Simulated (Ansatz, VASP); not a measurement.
TaC in VASP and in Ansatz

```
Ta C
1.0
     3.16449    0.00000    0.00000
     0.00000    3.16449    0.00000
     0.00000    0.00000   17.23763
Ta C
2 2
Direct
  0.50000 0.50000 0.43509
  0.00000 0.00000 0.56491
  0.00000 0.00000 0.43509
  0.50000 0.50000 0.56491
```

Alike in both runs: task single point; functional PBE; k mesh 11 × 11 × 1; occupations gaussian, width 0.1 eV; no spin polarisation.

|  | VASP | Ansatz |
| --- | --- | --- |
| version | VASP 6.6.1 | Ansatz 0.2.0 |
| potentials or method | VASP PAW PBE potentials, release 64 (Ta_pv, C), cutoff 520 eV | scalar-relativistic, plane waves, PAW |
| valence electrons in the cell | 30 | 34 |

Ansatz gave:

```
gap on the k mesh at the Fermi level (eV)  : none
rms of the force components (eV/Å)         : 0.917
work function, face that differs most (eV) : 3.53
```

Estimate VASP's values.

gap on the k mesh at the Fermi level (eV): none; rms of the force components (eV/Å): 0.911; work function, face that differs most (eV): 3.53.

A gap of «none» marks a metal or a gap that the smearing closes. VASP's potentials hold 30 valence electrons a cell and Ansatz's 34, so a difference there can come from the potentials and not from the codes. Ansatz's warnings: xc potential rough in thin density.

Neither program's run includes spin-orbit coupling.
